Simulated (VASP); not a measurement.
# W (Fm-3m) in VASP: notebook

Aim: see how the results for W move with the level of theory and the settings. Levels: PBE, LDA. Tasks: single point.

All numbers are computed with VASP 6.6.1; they aren't measurements. Logs are shortened: lines on timing, memory, paths and dates and some standing lists are left out, and cuts for length are marked.

### 1 The cell of the first run

It takes space group Fm-3m (No. 225, cubic). The conventional cell has a = 4.033 Å, b = 4.033 Å, c = 4.033 Å, α = 90.00°, β = 90.00°, γ = 90.00°. Within 3.8 Å of W (site symmetry m-3m) lie 12 W at 2.85 Å.

### 2 Single point, PBE (volume scaled by 0.98)

INCAR

```
  ALGO = Normal
  EDIFF = 1E-6
  ENCUT = 520
  GGA = PE
  ISIF = 2
  ISMEAR = -1
  LASPH = True
  LCHARG = False
  LREAL = False
  LWAVE = False
  NBANDS = 13
  NELM = 100
  PREC = Accurate
  SIGMA = 0.05
```

KPOINTS

```
k-points
0
Gamma
  14 14 14
```

POSCAR

```
W
1.0
    0.0000000000      2.0163754284      2.0163754284
    2.0163754284      0.0000000000      2.0163754284
    2.0163754284      2.0163754284      0.0000000000
W
1
Direct
    0.0000000000      0.0000000000      0.0000000000
```

Potentials or basis: VASP PAW PBE potentials, release 64 (W_sv).

On the command line:

```sh
$ cat potpaw_PBE.64/W_sv/POTCAR > POTCAR
$ mpirun -np 1 vasp_std > vasp.out
```

OUTCAR:

```text
EDIFF = 1E-6
   ENCUT = 520
   GGA = PE
   ISIF = 2
   ISMEAR = -1
   LASPH = True
   LREAL = False
   NELM = 100
   PREC = Accurate

 ion  position               nearest neighbor table
   1  0.000  0.000  0.000-

  LATTYP: Found a face centered cubic cell.
 ALAT       =     4.0327508568

  Lattice vectors:

 A1 = (   0.0000000000,   2.0163754284,   2.0163754284)
 A2 = (   2.0163754284,   0.0000000000,   2.0163754284)
 A3 = (   2.0163754284,   2.0163754284,   0.0000000000)

Analysis of symmetry for initial positions (statically):
=====================================================================
 Subroutine PRICEL returns:
 Original cell was already a primitive cell.

 Routine SETGRP: Setting up the symmetry group for a
 face centered cubic supercell.

 Subroutine GETGRP returns: Found 48 space group operations
 (whereof 48 operations were pure point group operations)
 out of a pool of 48 trial point group operations.

The static configuration has the point symmetry O_h .

Analysis of symmetry for dynamics (positions and initial velocities):
=====================================================================
 Subroutine PRICEL returns:
 Original cell was already a primitive cell.

 Routine SETGRP: Setting up the symmetry group for a
 face centered cubic supercell.

 Subroutine GETGRP returns: Found 48 space group operations
 (whereof 48 operations were pure point group operations)
 out of a pool of 48 trial point group operations.

The dynamic configuration has the point symmetry O_h .

 Subroutine INISYM returns: Found 48 space group operations
 (whereof 48 operations are pure point group operations),
 and found     1 'primitive' translations

----------------------------------------------------------------------------------------

                                     Primitive cell

  volume of cell :      16.3962

  direct lattice vectors                    reciprocal lattice vectors
     0.000000000  2.016375428  2.016375428    -0.247969695  0.247969695  0.247969695
     2.016375428  0.000000000  2.016375428     0.247969695 -0.247969695  0.247969695
     2.016375428  2.016375428  0.000000000     0.247969695  0.247969695 -0.247969695

  length of vectors
     2.851585478  2.851585478  2.851585478     0.429496110  0.429496110  0.429496110

  position of ions in fractional coordinates (direct lattice)
     0.000000000  0.000000000  0.000000000

  ion indices of the primitive-cell ions
   primitive index   ion index
                 1           1

[... 77 lines left out ...]
   ISIF   =      2    stress and relaxation
   ISYM   =      2    0-nonsym 1-usesym 2-fastsym
   POTIM  = 0.5000    time-step for ionic-motion
   TEBEG  =    0.0;   TEEND  =   0.0 temperature during run
   PSTRESS=    0.0 pullay stress
   NELECT =      14.0000    total number of electrons
   NUPDOWN=      -1.0000    fix difference up-down
   EMIN   =  10.00;   EMAX   =-10.00  energy-range for DOS
   EFERMI =   0.00;   METHOD = LEGACY
   ISMEAR =    -1;   SIGMA  =   0.05  broadening in eV -4-tet -1-fermi 0-gaus
   EFERMI_NEDOS =   21; number of points for ismear=-14 and -15
   IALGO  =     38    algorithm
   IMIX   =      4    mixing-type and parameters
     AMIX     =   0.40;   BMIX     =  1.00
     AMIX_MAG =   1.60;   BMIX_MAG =  1.00
  volume/ion in A,a.u.               =      16.40       110.65
  Fermi-wavevector in a.u.,A,eV,Ry     =   1.553112  2.934956 32.819388  2.412157
  Thomas-Fermi vector in A             =   2.657390
   LORBIT       =      0    0 simple, 1 ext, 2 COOP (PROOUT), +10 PAW based schemes
   GGA     = PE    functional components
   LHFCALC =     F    Hartree Fock is set to
   AEXX    =    0.0000 exact exchange contribution
   IVDW    =     0    specifies the selected vdW correction
   LEPSILON=     F    determine dielectric tensor
   LRPA    =     F    only Hartree local field effects (RPA)
 non-spin polarized calculation
  energy-cutoff  :      520.00
  volume of cell :       16.40
 maximum number of plane-waves:       459
 NGX is ok and might be reduce to    24
   NGX = 11   NGY = 11   NGZ = 11

 number of electron      14.0000002 magnetization

 Free energy of the ion-electron system (eV)
  ---------------------------------------------------
  ext. energy  EPLUGINS =         0.00000000
  ---------------------------------------------------
  free energy    TOTEN  =       -12.47694831 eV

  energy without entropy =      -12.46661025  energy(sigma->0) =      -12.47177928

 E-fermi :  10.4836     XC(G=0): -13.4407

 val. band max:       10.4738821797   @ k =  -0.4286   0.1429   0.0714
 cond. band min:      10.4898384787   @ k =  -0.1429   0.0714   0.0000
 fundamental gap:      0.0159562990
 Fermi energy:        10.4836281542

 k-point     1 :       0.0000    0.0000    0.0000
  band No.  band energies     occupation
      1     -63.1699      2.00000
      2     -26.7994      2.00000
      3     -26.7994      2.00000
      4     -26.7994      2.00000
      5       1.5045      2.00000
      6       9.9434      1.99996
      7       9.9434      1.99996
      8       9.9434      1.99996
      9      13.0728      0.00000
     10      13.0728      0.00000
     11      23.2891      0.00000
     12      28.5125      0.00000
     13      28.5125      0.00000
[... 354 lines left out ...]
  band No.  band energies     occupation
      1     -63.1067      2.00000
      2     -27.3849      2.00000
      3     -26.9578      2.00000
      4     -26.9461      2.00000
      5       4.2344      2.00000
      6       8.2054      2.00000
      7      10.1391      1.99797
      8      11.1073      0.00001
      9      12.4821      0.00000
     10      14.1261      0.00000
     11      25.1167      0.00000
     12      28.0887      0.00000
     13      30.3364      0.00000

 [... further k-points ...]
[... 5 lines left out ...]
  --------------------------------------------------------------------------------------
  -------------------------------------------------------------------------------------
  Total        0.1446250      0.1446250      0.1446250     -0.0000000     -0.0000000      0.0000000
  in kB       14.1321968     14.1321968     14.1321968     -0.0000000     -0.0000000      0.0000000
  external PRESSURE =      14.1321968 kB  Pullay stress =       0.0000000 kB

 VOLUME and BASIS-vectors are now :
 -----------------------------------------------------------------------------
  energy-cutoff  :      520.00
  volume of cell :       16.40
      direct lattice vectors                 reciprocal lattice vectors
     0.000000000  2.016375428  2.016375428    -0.247969695  0.247969695  0.247969695
     2.016375428  0.000000000  2.016375428     0.247969695 -0.247969695  0.247969695
     2.016375428  2.016375428  0.000000000     0.247969695  0.247969695 -0.247969695

 POSITION                                       TOTAL-FORCE (eV/Angst)
 -----------------------------------------------------------------------------------
      0.00000      0.00000      0.00000         0.000000     -0.000000      0.000000
 -----------------------------------------------------------------------------------
    total drift:                               -0.000000      0.000000     -0.000000

  FREE ENERGIE OF THE ION-ELECTRON SYSTEM (eV)
  ---------------------------------------------------
  free  energy   TOTEN  =       -12.4769483096 eV

  energy  without entropy=      -12.4666102550  energy(sigma->0) =      -12.47177928
```

OSZICAR:

```text
N       E                     dE             d eps       ncg     rms          rms(c)
DAV:   1     0.869718135809E+02    0.86972E+02   -0.74226E+03  2712   0.122E+03
DAV:   2    -0.113989522193E+02   -0.98371E+02   -0.94963E+02  3034   0.320E+02
DAV:   3    -0.130905849845E+02   -0.16916E+01   -0.16858E+01  2984   0.405E+01
DAV:   4    -0.130981899231E+02   -0.76049E-02   -0.76045E-02  3034   0.298E+00
DAV:   5    -0.130982591583E+02   -0.69235E-04   -0.69234E-04  3059   0.267E-01    0.190E+01
DAV:   6    -0.126037243097E+02    0.49453E+00   -0.42542E-01  2879   0.863E+00    0.741E+00
DAV:   7    -0.124811900019E+02    0.12253E+00   -0.20585E-01  2989   0.566E+00    0.554E-01
DAV:   8    -0.124769956799E+02    0.41943E-02   -0.40129E-03  2734   0.823E-01    0.698E-02
DAV:   9    -0.124769492368E+02    0.46443E-04   -0.10044E-04  3166   0.117E-01    0.388E-02
DAV:  10    -0.124769477025E+02    0.15343E-05   -0.12090E-05  2879   0.456E-02    0.355E-03
DAV:  11    -0.124769483096E+02   -0.60711E-06   -0.18223E-07  1867   0.552E-03
   1 F= -.12476948E+02 E0= -.12471779E+02  d E =-.103381E-01
```

stdout:

```text
POSCAR found type information on POSCAR W
 POSCAR found :  1 types and       1 ions
 scaLAPACK will be used
 LDA part: xc-table for (Slater+PW92), standard interpolation
 POSCAR, INCAR and KPOINTS ok, starting setup
 FFT: planning ... GRIDC
 FFT: planning ... GRID_SOFT
 FFT: planning ... GRID
 WAVECAR not read
 entering main loop
```

Run time: 18 s. Hardware: 1 thread of Intel Xeon 8259CL, shared host; peak memory 0.15 GiB.

What came out:

- Free energy: -12.4769 eV
- Pressure: 1.4 GPa
- Band gap on the k mesh: zero (band 7 reaches 13.55 eV, above the bottom of band 8 at 9.94 eV)

Levels at points of the mesh, in eV from the Fermi level:
| k point | band 4 | band 5 | band 6 | band 7 | band 8 | band 9 | band 10 | band 11 |
| --- | --- | --- | --- | --- | --- | --- | --- | --- |
| (0.00, 0.00, 0.00) | -37.28 | -8.98 | -0.54 | -0.54 | -0.54 | 2.59 | 2.59 | 12.81 |
| (0.50, 0.00, 0.00) | -37.44 | -5.59 | -0.76 | -0.76 | 0.65 | 5.07 | 5.07 | 10.32 |
| (0.50, 0.50, 0.00) | -37.70 | -5.47 | -4.51 | 3.07 | 5.03 | 5.80 | 5.80 | 11.77 |

Caveat: spin-orbit coupling is left out, which moves the levels of the heavy elements.

### 3 Single point, PBE (volume scaled by 1.01)

INCAR

```
PREC     = Accurate       # precision mode
ENCUT    = 520            # plane-wave cutoff, eV
EDIFF    = 1E-6           # SCF threshold, eV
ISMEAR   = -1             # smearing method
SIGMA    = 0.05           # smearing width, eV
LREAL    = False          # projectors in reciprocal space
LASPH    = True           # aspherical terms in the spheres
NELM     = 80             # most SCF steps
ALGO     = Normal         # electronic algorithm
ISIF     = 2              # what is computed and relaxed
LWAVE    = False          # write WAVECAR
LCHARG   = False          # write CHGCAR
GGA      = PE             # functional
NBANDS   = 13             # bands
```

KPOINTS

```
regular mesh
0
Gamma
  14 14 14
```

POSCAR

```
W
1.0
    0.0000000000      2.0367442356      2.0367442356
    2.0367442356      0.0000000000      2.0367442356
    2.0367442356      2.0367442356      0.0000000000
W
1
Direct
    0.0000000000      0.0000000000      0.0000000000
```

Potentials or basis: VASP PAW PBE potentials, release 64 (W_sv).

On the command line:

```sh
$ cat potpaw_PBE.64/W_sv/POTCAR > POTCAR
$ mpirun -np 1 vasp_std > vasp.out
```

It took 22 s on 1 thread of Intel Xeon 8259CL, shared host; peak memory 0.15 GiB.

Results (log left out):

```
Free energy            : -12.4683 eV
Pressure               : -6.9 GPa
Band gap on the k mesh : zero (band 7 reaches 12.98 eV, above the bottom of band 8 at 9.57 eV)
```

Levels at points of the mesh, in eV from the Fermi level:
```csv
k point,band 4,band 5,band 6,band 7,band 8,band 9,band 10,band 11
"(0.00, 0.00, 0.00)",-37.39,-8.83,-0.51,-0.51,-0.51,2.49,2.49,12.76
"(0.50, 0.00, 0.00)",-37.53,-5.43,-0.72,-0.72,0.56,4.85,4.85,9.87
"(0.50, 0.50, 0.00)",-37.76,-5.27,-4.33,2.90,4.82,5.55,5.55,11.50
```

Caveat: spin-orbit coupling is left out, which moves the levels of the heavy elements.

### 4 Single point, PBE (volume scaled by 1.04)

INCAR

```
  PREC = Accurate
  ENCUT = 520
  EDIFF = 1E-6
  ISMEAR = -1
  SIGMA = 0.05
  LREAL = F
  LASPH = T
  NELM = 60
  ALGO = Normal
  ISIF = 2
  LWAVE = F
  LCHARG = F
  GGA = PE
  NBANDS = 13
```

KPOINTS is that of step 3.

POSCAR

```
W
1.0
    0.0000000000      2.0567135898      2.0567135898
    2.0567135898      0.0000000000      2.0567135898
    2.0567135898      2.0567135898      0.0000000000
W
1
Direct
    0.0000000000      0.0000000000      0.0000000000
```

On the command line:

```sh
$ cat potpaw_PBE.64/W_sv/POTCAR > POTCAR
$ mpirun -np 1 vasp_std > vasp.out
```

It took 25 s on 1 thread of Intel Xeon 8259CL, shared host; peak memory 0.15 GiB.

Results (log left out):

```
Free energy            : -12.4358 eV
Pressure               : -13.9 GPa
Band gap on the k mesh : zero (band 7 reaches 12.45 eV, above the bottom of band 8 at 9.21 eV)
```

Levels at points of the mesh, in eV from the Fermi level:
```
           k point  band 4  band 5  band 6  band 7  band 8  band 9  band 10  band 11
(0.00, 0.00, 0.00)  -37.48   -8.68   -0.48   -0.48   -0.48    2.39     2.39    12.71
(0.50, 0.00, 0.00)  -37.61   -5.29   -0.68   -0.68    0.49    4.65     4.65     9.45
(0.50, 0.50, 0.00)  -37.82   -5.08   -4.16    2.75    4.62    5.31     5.31    11.26
```

Caveat: spin-orbit coupling is left out, which moves the levels of the heavy elements.

(Continued in part 2 of 2.)
